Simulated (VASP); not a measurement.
# Al2O3 (R-3c) in VASP: further runs

The runs below take Al2O3 through relaxation of the atoms, single point, with PBE.

Everything below comes from runs of VASP 6.6.1. Logs are shortened: lines on timing, memory, paths and dates and some standing lists are left out, and cuts for length are marked.

## (1) The cell of the first run

Symmetry: R-3c, No. 167, trigonal system. The conventional cell has a = 4.760 Å, b = 4.760 Å, c = 12.996 Å, α = 90.00°, β = 90.00°, γ = 120.00°. Within 2.5 Å of Al (site symmetry 3) lie 6 O at 1.85 to 1.97 Å. Within 2.5 Å of O (site symmetry 2) lie 4 Al at 1.85 to 1.97 Å.

## (2) Relaxation of the atoms, PBE

File INCAR:

```
SYSTEM = Al2O3
PREC = Accurate ; ENCUT = 520
EDIFF = 1E-6 ; ISMEAR = 0
SIGMA = 0.02 ; LREAL = .False.
LASPH = .True. ; NELM = 60
ALGO = Normal ; ISIF = 2
LWAVE = .False. ; LCHARG = .False.
GGA = PE ; IBRION = 2
NSW = 60 ; EDIFFG = -0.01
LUSENCCL = .False.
```

File KPOINTS:

```
regular mesh
0
Gamma
  6 6 6
  0 0 0
```

File POSCAR:

```
Al2O3
1.0
    2.3802500000      1.3742379782      4.3318666667
   -2.3802500000      1.3742379782      4.3318666667
    0.0000000000     -2.7484759565      4.3318666667
Al O
4 6
Direct
    0.3521600000      0.3521600000      0.3521600000
    0.1478400000      0.1478400000      0.1478400000
    0.6478400000      0.6478400000      0.6478400000
    0.8521600000      0.8521600000      0.8521600000
    0.5566800000      0.9433200000      0.2500000000
    0.2500000000      0.5566800000      0.9433200000
    0.9433200000      0.2500000000      0.5566800000
    0.4433200000      0.0566800000      0.7500000000
    0.7500000000      0.4433200000      0.0566800000
    0.0566800000      0.7500000000      0.4433200000
```

Potentials or basis: VASP PAW PBE potentials, release 64 (Al, O).

The run is started by

```
> cat potpaw_PBE.64/Al/POTCAR potpaw_PBE.64/O/POTCAR > POTCAR
> mpirun -np 1 vasp_std > vasp.out
```

OUTCAR:

```text
SYSTEM = Al2O3
   PREC = Accurate
   ENCUT = 520
   EDIFF = 1E-6
   ISMEAR = 0
   LREAL = .False.
   LASPH = .True.
   NELM = 60
   ISIF = 2
   GGA = PE
   IBRION = 2
   NSW = 60
   EDIFFG = -0.01

 ion  position               nearest neighbor table
   1  0.352  0.352  0.352-   9 1.85  10 1.85   8 1.85   7 1.97   5 1.97   6 1.97   2 2.66   3 2.79
                             3 2.79   3 2.79   2 3.22   2 3.22   2 3.22
   2  0.148  0.148  0.148-  10 1.85   9 1.85   8 1.85   6 1.97   5 1.97   7 1.97   1 2.66   4 2.79
                             4 2.79   4 2.79   1 3.22   1 3.22   1 3.22
   3  0.648  0.648  0.648-   6 1.85   7 1.85   5 1.85  10 1.97   8 1.97   9 1.97   4 2.66   1 2.79
                             1 2.79   1 2.79   4 3.22   4 3.22   4 3.22
   4  0.852  0.852  0.852-   7 1.85   6 1.85   5 1.85   9 1.97   8 1.97  10 1.97   3 2.66   2 2.79
                             2 2.79   2 2.79   3 3.22   3 3.22   3 3.22
   5  0.557  0.943  0.250-   3 1.85   4 1.85   1 1.97   2 1.97
   6  0.250  0.557  0.943-   3 1.85   4 1.85   2 1.97   1 1.97
   7  0.943  0.250  0.557-   4 1.85   3 1.85   1 1.97   2 1.97
   8  0.443  0.057  0.750-   1 1.85   2 1.85   3 1.97   4 1.97
   9  0.750  0.443  0.057-   1 1.85   2 1.85   4 1.97   3 1.97
  10  0.057  0.750  0.443-   2 1.85   1 1.85   3 1.97   4 1.97

  LATTYP: Found a trigonal (rhomboedric) cell.
 ALAT       =     5.1302230849
 COS(alpha) =     0.5694707703

  Lattice vectors:

 A1 = (   2.3802500000,   1.3742379782,   4.3318666667)
 A2 = (  -2.3802500000,   1.3742379782,   4.3318666667)
 A3 = (   0.0000000000,  -2.7484759565,   4.3318666667)

Analysis of symmetry for initial positions (statically):
=====================================================================
 Subroutine PRICEL returns:
 Original cell was already a primitive cell.

 Routine SETGRP: Setting up the symmetry group for a
 trigonal (rhombohedral) supercell.

 Subroutine GETGRP returns: Found 12 space group operations
 (whereof  6 operations were pure point group operations)
 out of a pool of 12 trial point group operations.

The static configuration has the point symmetry S_6 .
 The point group associated with its full space group is D_3d.

Analysis of symmetry for dynamics (positions and initial velocities):
=====================================================================
 Subroutine PRICEL returns:
 Original cell was already a primitive cell.

 Routine SETGRP: Setting up the symmetry group for a
 trigonal (rhombohedral) supercell.

 Subroutine GETGRP returns: Found 12 space group operations
 (whereof  6 operations were pure point group operations)
 out of a pool of 12 trial point group operations.

The dynamic configuration has the point symmetry S_6 .
 The point group associated with its full space group is D_3d.

 Subroutine INISYM returns: Found 12 space group operations
 (whereof  6 operations are pure point group operations),
 and found     1 'primitive' translations

----------------------------------------------------------------------------------------

                                     Primitive cell

  volume of cell :      85.0180

  direct lattice vectors                    reciprocal lattice vectors
     2.380250000  1.374237978  4.331866667     0.210061968  0.121279334  0.076949121
    -2.380250000  1.374237978  4.331866667    -0.210061968  0.121279334  0.076949121
     0.000000000 -2.748475957  4.331866667     0.000000000 -0.242558668  0.076949121

  length of vectors
     5.130223085  5.130223085  5.130223085     0.254471756  0.254471756  0.254471756

  position of ions in fractional coordinates (direct lattice)
     0.352160000  0.352160000  0.352160000
     0.147840000  0.147840000  0.147840000
     0.647840000  0.647840000  0.647840000
     0.852160000  0.852160000  0.852160000
     0.556680000  0.943320000  0.250000000
     0.250000000  0.556680000  0.943320000
     0.943320000  0.250000000  0.556680000
     0.443320000  0.056680000  0.750000000
     0.750000000  0.443320000  0.056680000
     0.056680000  0.750000000  0.443320000

  ion indices of the primitive-cell ions
   primitive index   ion index
                 1           1
                 2           2
                 3           3
                 4           4
                 5           5
                 6           6
                 7           7
[... 67 lines left out ...]
   ISTART =      0    job   : 0-new  1-cont  2-samecut
   ICHARG =      2    charge: 1-file 2-atom 10-const
   ISPIN  =      1    spin polarized calculation?
   LNONCOLLINEAR =      F non collinear calculations
   LSORBIT =      F    spin-orbit coupling
   LASPH  =      T    aspherical Exc in radial PAW
   ENCUT  =  520.0 eV  38.22 Ry    6.18 a.u.   9.54  9.54  9.54*2*pi/ulx,y,z
   NELM   =     60;   NELMIN=  2; NELMDL= -5     # of ELM steps
   EDIFF  = 0.1E-05   stopping-criterion for ELM
   LREAL  =      F    real-space projection
[... 54 lines left out ...]
  --------------------------------------------------------------------------------------
  -------------------------------------------------------------------------------------
  Total        3.9333449      3.9333449      3.5968157     -0.0000000     -0.0000000      0.0000000
  in kB       74.1244969     74.1244969     67.7825519     -0.0000000     -0.0000000      0.0000000
  external PRESSURE =      72.0105152 kB  Pullay stress =       0.0000000 kB

 VOLUME and BASIS-vectors are now :
 -----------------------------------------------------------------------------
  energy-cutoff  :      520.00
  volume of cell :       85.02
      direct lattice vectors                 reciprocal lattice vectors
     2.380250000  1.374237978  4.331866667     0.210061968  0.121279334  0.076949121
    -2.380250000  1.374237978  4.331866667    -0.210061968  0.121279334  0.076949121
     0.000000000 -2.748475957  4.331866667     0.000000000 -0.242558668  0.076949121

 POSITION                                       TOTAL-FORCE (eV/Angst)
 -----------------------------------------------------------------------------------
      0.00000     -0.00000      4.57653         0.000000      0.000000     -0.026713
      0.00000     -0.00000      1.92127         0.000000     -0.000000      0.026713
      0.00000     -0.00000      8.41907         0.000000     -0.000000      0.026713
      0.00000     -0.00000     11.07433         0.000000      0.000000     -0.026713
     -0.92030      1.37424      7.58077        -0.025724      0.000000     -0.000000
     -0.72998     -1.48412      7.58077         0.012862     -0.022278     -0.000000
      1.65027      0.10988      7.58077         0.012862      0.022278     -0.000000
      0.92030     -1.37424      5.41483         0.025724      0.000000     -0.000000
      0.72998      1.48412      5.41483        -0.012862      0.022278     -0.000000
     -1.65027     -0.10988      5.41483        -0.012862     -0.022278     -0.000000
 -----------------------------------------------------------------------------------
    total drift:                               -0.000000      0.000000     -0.000000

  FREE ENERGIE OF THE ION-ELECTRON SYSTEM (eV)
  ---------------------------------------------------
  free  energy   TOTEN  =       -74.7523482601 eV

  energy  without entropy=      -74.7523482601  energy(sigma->0) =      -74.75234826

--------------------------------------- Ionic step        2  -------------------------------------------

 number of electron      48.0000013 magnetization

 Free energy of the ion-electron system (eV)
  ---------------------------------------------------
  ext. energy  EPLUGINS =         0.00000000
  ---------------------------------------------------
  free energy    TOTEN  =       -74.75248197 eV

  energy without entropy =      -74.75248197  energy(sigma->0) =      -74.75248197

 E-fermi :   6.2661     XC(G=0): -11.6851

 val. band max:        6.1365802498   @ k =   0.0000   0.0000   0.0000
 cond. band min:      12.3586089221   @ k =   0.0000   0.0000   0.0000
 fundamental gap:      6.2220286723
 Fermi energy:         6.2661433264

 k-point     1 :       0.0000    0.0000    0.0000
  band No.  band energies     occupation
      1     -13.1055      2.00000
      2     -10.7719      2.00000
      3     -10.4913      2.00000
      4     -10.4913      2.00000
      5     -10.1744      2.00000
      6     -10.1744      2.00000
[... 781 lines left out ...]
     29      16.6454      0.00000
     30      17.3355      0.00000

 [... further k-points ...]
[... 5 lines left out ...]
  --------------------------------------------------------------------------------------
  -------------------------------------------------------------------------------------
  Total        3.9246164      3.9246164      3.6220990      0.0000000     -0.0000000      0.0000000
  in kB       73.9600078     73.9600078     68.2590194      0.0000000     -0.0000000      0.0000000
  external PRESSURE =      72.0596783 kB  Pullay stress =       0.0000000 kB

 VOLUME and BASIS-vectors are now :
 -----------------------------------------------------------------------------
  energy-cutoff  :      520.00
  volume of cell :       85.02
      direct lattice vectors                 reciprocal lattice vectors
     2.380250000  1.374237978  4.331866667     0.210061968  0.121279334  0.076949121
    -2.380250000  1.374237978  4.331866667    -0.210061968  0.121279334  0.076949121
     0.000000000 -2.748475957  4.331866667     0.000000000 -0.242558668  0.076949121

 POSITION                                       TOTAL-FORCE (eV/Angst)
 -----------------------------------------------------------------------------------
      0.00000     -0.00000      4.57524        -0.000000     -0.000000      0.001226
      0.00000     -0.00000      1.92256        -0.000000      0.000000     -0.001226
      0.00000     -0.00000      8.42036        -0.000000      0.000000     -0.001226
      0.00000     -0.00000     11.07304        -0.000000     -0.000000      0.001226
     -0.92154      1.37424      7.58077         0.006880      0.000000     -0.000000
     -0.72935     -1.48520      7.58077        -0.003440      0.005958      0.000000
      1.65090      0.11096      7.58077        -0.003440     -0.005958     -0.000000
      0.92154     -1.37424      5.41483        -0.006880      0.000000     -0.000000
      0.72935      1.48520      5.41483         0.003440     -0.005958      0.000000
     -1.65090     -0.11096      5.41483         0.003440      0.005958     -0.000000
 -----------------------------------------------------------------------------------
    total drift:                               -0.000000      0.000000     -0.000000

  FREE ENERGIE OF THE ION-ELECTRON SYSTEM (eV)
  ---------------------------------------------------
  free  energy   TOTEN  =       -74.7524819668 eV

  energy  without entropy=      -74.7524819668  energy(sigma->0) =      -74.75248197

 reached required accuracy - stopping structural energy minimisation
```

It took 84 s on 1 × NVIDIA H100 80GB with 1 thread of AMD EPYC 7R13 (Zen 3), shared host; peak memory 1.3 GiB.

Results:

```
Free energy                  : -74.7525 eV
Energy gained by relaxing    : 0.0 meV/atom
Ionic steps                  : 2
Pressure after relaxing      : 7.2 GPa
Largest force after relaxing : 0.007 eV/Å
Band gap on the k mesh       : 6.22 eV, direct
```

Forces in eV/Å, atoms in the order of the input:
```
Al   0.000  0.000  0.001
Al   0.000  0.000 -0.001
Al   0.000  0.000 -0.001
Al   0.000  0.000  0.001
O    0.007  0.000  0.000
O   -0.003  0.006  0.000
O   -0.003 -0.006  0.000
O   -0.007  0.000  0.000
O    0.003 -0.006  0.000
O    0.003  0.006  0.000
```

The path:
```tsv
step	energy change (eV)	largest force (eV/Å)	pressure (GPa)
1	0.0000	0.0267	7.20
2	-0.0001	0.0069	7.21
```

Final structure:
```xyz
10
Lattice="2.3803 1.3742 4.3319 -2.3803 1.3742 4.3319 0.0000 -2.7485 4.3319" Properties=species:S:1:pos:R:3 pbc="T T T"
Al    0.0000    0.0000    4.5752
Al    0.0000    0.0000    1.9226
Al    0.0000    0.0000    8.4204
Al    0.0000    0.0000   11.0730
O    -0.9215    1.3742    7.5808
O    -0.7294   -1.4852    7.5808
O     1.6509    0.1110    7.5808
O     0.9215   -1.3742    5.4148
O     0.7294    1.4852    5.4148
O    -1.6509   -0.1110    5.4148
```

A k mesh can miss the band edges.

## (3) Single point, PBE (volume scaled by 0.88, then relaxed in part)

File INCAR:

```
SYSTEM = Al2O3
PREC = Accurate
ENCUT = 520
EDIFF = 1E-7
ISMEAR = 0
SIGMA = 0.02
LREAL = .FALSE.
LASPH = .TRUE.
NELM = 100
ALGO = Normal
ISIF = 2
LWAVE = .FALSE.
LCHARG = .FALSE.
GGA = PE
NBANDS = 35
```

File KPOINTS:

```
Automatic mesh
0
G
  6 6 6
  0 0 0
```

File POSCAR:

```
Al2O3
1.0
    2.3079896331      1.3325184360      4.1777295362
   -2.3079896331      1.3325184360      4.1777295362
    0.0000000000     -2.6650368720      4.1777295362
Al O
4 6
Direct
    0.3519254500      0.3519254500      0.3519254500
    0.1480745500      0.1480745500      0.1480745500
    0.6480745500      0.6480745500      0.6480745500
    0.8519254500      0.8519254500      0.8519254500
    0.5573495135      0.9426504865      0.2500000000
    0.2500000000      0.5573495135      0.9426504865
    0.9426504865      0.2500000000      0.5573495135
    0.4426504865      0.0573495135      0.7500000000
    0.7500000000      0.4426504865      0.0573495135
    0.0573495135      0.7500000000      0.4426504865
```

Potentials or basis: VASP PAW PBE potentials, release 64 (Al, O).

The run is started by

```
> cat potpaw_PBE.64/Al/POTCAR potpaw_PBE.64/O/POTCAR > POTCAR
> mpirun -np 1 vasp_std > vasp.out
```

Run time: 57 s. Hardware: 1 thread of Intel Xeon Platinum 8559C (Emerald Rapids), shared host; peak memory 0.25 GiB.

It converged, with:

```
Free energy            : -73.6792 eV
Pressure               : 38.0 GPa
Largest force          : 0.006 eV/Å
Band gap on the k mesh : 7.44 eV, direct
```

Forces in eV/Å, atoms in the order of the input:
```
Al   0.000  0.000 -0.006
Al   0.000  0.000  0.006
Al   0.000  0.000  0.006
Al   0.000  0.000 -0.006
O   -0.002  0.000  0.000
O    0.001 -0.001  0.000
O    0.001  0.001  0.000
O    0.002  0.000  0.000
O   -0.001  0.001  0.000
O   -0.001 -0.001  0.000
```

Levels at points of the mesh, in eV from the valence-band top:
```tsv
k point	band 22	band 23	band 24	band 25	band 26	band 27
(0.00, 0.00, 0.00)	-0.13	-0.13	0.00	7.44	9.81	12.01
(0.50, 0.00, 0.00)	-1.11	-0.38	-0.38	10.29	10.29	10.83
(0.50, 0.50, 0.00)	-1.11	-0.91	-0.36	9.96	10.86	10.86
(0.50, 0.50, 0.50)	-0.53	-0.53	-0.53	9.65	9.65	11.91
```

## (4) Single point, PBE (volume scaled by 0.91, then relaxed in part)

File INCAR:

```
  ALGO = Normal
  EDIFF = 1E-7
  ENCUT = 520
  GGA = PE
  ISIF = 2
  ISMEAR = 0
  LASPH = True
  LCHARG = True
  LELF = True
  LREAL = False
  LVHAR = True
  LWAVE = False
  NBANDS = 35
  NELM = 100
  PREC = Accurate
  SIGMA = 0.02
```

File KPOINTS:

```
k-points
0
Gamma
  6 6 6
```

File POSCAR:

```
Al2O3
1.0
    2.3329804953      1.3469469170      4.2280930103
   -2.3329804953      1.3469469170      4.2280930103
    0.0000000000     -2.6938938339      4.2280930103
Al O
4 6
Direct
    0.3520169967      0.3520169967      0.3520169967
    0.1479830033      0.1479830033      0.1479830033
    0.6479830033      0.6479830033      0.6479830033
    0.8520169967      0.8520169967      0.8520169967
    0.5569608566      0.9430391434      0.2500000000
    0.2500000000      0.5569608566      0.9430391434
    0.9430391434      0.2500000000      0.5569608566
    0.4430391434      0.0569608566      0.7500000000
    0.7500000000      0.4430391434      0.0569608566
    0.0569608566      0.7500000000      0.4430391434
```

The run is started by

```
> cat potpaw_PBE.64/Al/POTCAR potpaw_PBE.64/O/POTCAR > POTCAR
> mpirun -np 1 vasp_std > vasp.out
```

Wall time 58 s (1 thread of Intel Xeon Platinum 8559C (Emerald Rapids), shared host); peak memory 0.26 GiB.

It converged, with:

| Quantity | Value |
| --- | --- |
| Free energy | -74.2080 eV |
| Pressure | 26.2 GPa |
| Largest force | 0.007 eV/Å |
| Band gap on the k mesh | 7.01 eV, direct |

Forces in eV/Å, atoms in the order of the input:
```
Al   0.000  0.000 -0.006
Al   0.000  0.000  0.006
Al   0.000  0.000  0.006
Al   0.000  0.000 -0.006
O    0.007  0.000  0.000
O   -0.003  0.006  0.000
O   -0.003 -0.006  0.000
O   -0.007  0.000  0.000
O    0.003 -0.006  0.000
O    0.003  0.006  0.000
```

Levels at points of the mesh, in eV from the valence-band top:
```csv
k point,band 21,band 22,band 23,band 24,band 25,band 26,band 27,band 28
"(0.00, 0.00, 0.00)",-0.61,-0.10,-0.10,0.00,7.01,9.57,11.56,12.12
"(0.50, 0.00, 0.00)",-1.04,-1.04,-0.35,-0.35,10.02,10.02,10.40,10.40
"(0.50, 0.50, 0.00)",-1.17,-1.04,-0.85,-0.32,9.85,10.50,10.55,11.03
"(0.50, 0.50, 0.50)",-0.48,-0.48,-0.48,-0.48,9.32,9.32,11.62,11.62
```

 A k mesh can miss the band edges.

## (5) Single point, PBE (volume scaled by 0.94, then relaxed in part)

File INCAR:

```
PREC = Accurate
ENCUT = 520
EDIFF = 1E-6
ISMEAR = 0
SIGMA = 0.02
LREAL = F
LASPH = T
NELM = 60
ALGO = Normal
ISIF = 2
LWAVE = F
LCHARG = F
GGA = PE
NBANDS = 35
```

File KPOINTS:

```
Automatic mesh
0
Gamma
  6 6 6
```

File POSCAR:

```
Al2O3
1.0
    2.3573806760      1.3610343679      4.2775369642
   -2.3573806760      1.3610343679      4.2775369642
    0.0000000000     -2.7220687357      4.2775369642
Al O
4 6
Direct
    0.3520633249      0.3520633249      0.3520633249
    0.1479366751      0.1479366751      0.1479366751
    0.6479366751      0.6479366751      0.6479366751
    0.8520633249      0.8520633249      0.8520633249
    0.5566963449      0.9433036551      0.2500000000
    0.2500000000      0.5566963449      0.9433036551
    0.9433036551      0.2500000000      0.5566963449
    0.4433036551      0.0566963449      0.7500000000
    0.7500000000      0.4433036551      0.0566963449
    0.0566963449      0.7500000000      0.4433036551
```

The run is started by

```
> cat potpaw_PBE.64/Al/POTCAR potpaw_PBE.64/O/POTCAR > POTCAR
> mpirun -np 1 vasp_std > vasp.out
```

Wall time 55 s (1 thread of Intel Xeon Platinum 8559C (Emerald Rapids), shared host); peak memory 0.26 GiB.

It converged, with:

```
Free energy            : -74.5566 eV
Pressure               : 16.0 GPa
Largest force          : 0.004 eV/Å
Band gap on the k mesh : 6.60 eV, direct
```

Forces on the atoms (eV/Å):
```
Al   0.000  0.000  0.000
Al   0.000  0.000  0.000
Al   0.000  0.000  0.000
Al   0.000  0.000  0.000
O    0.004  0.000  0.000
O   -0.002  0.003  0.000
O   -0.002 -0.003  0.000
O   -0.004  0.000  0.000
O    0.002 -0.003  0.000
O    0.002  0.003  0.000
```

Stress tensor (GPa, compression positive):
```
16.00  0.00  0.00
 0.00 16.00  0.00
 0.00  0.00 16.08
```

Levels at points of the mesh, in eV from the valence-band top:
```
           k point  band 22  band 23  band 24  band 25  band 26  band 27
(0.00, 0.00, 0.00)    -0.08    -0.08     0.00     6.60     9.34    11.14
(0.50, 0.00, 0.00)    -0.98    -0.31    -0.31     9.75     9.75    10.00
(0.50, 0.50, 0.00)    -0.98    -0.79    -0.29     9.74    10.11    10.24
(0.50, 0.50, 0.50)    -0.44    -0.44    -0.44     8.99     8.99    11.35
```

 A k mesh can miss the band edges.

## (6) Summary

| task | cell | gap on the mesh (eV) | pressure (GPa) | largest force (eV/Å) |
| --- | --- | --- | --- | --- |
| relaxation of the atoms | atoms relaxed from a = 5.130 Å, angles 55.3°, 10 atoms | 6.22 | 7.2 | 0.01 |
| single point | a = 4.955 Å, angles 55.5°, 10 atoms | 7.44 | 38.0 | 0.01 |
| single point | a = 5.013 Å, angles 55.5°, 10 atoms | 7.01 | 26.2 | 0.01 |
| single point | a = 5.070 Å, angles 55.4°, 10 atoms | 6.60 | 16.0 | - |

Alike in all rows: level PBE; potentials or basis VASP PAW PBE potentials, release 64 (Al, O); no spin polarisation; k mesh 6 × 6 × 6; cutoff (eV) 520; smearing gaussian 0.02 eV.

Total energies depend on the potentials used, so only differences within one code and one set of settings carry meaning.
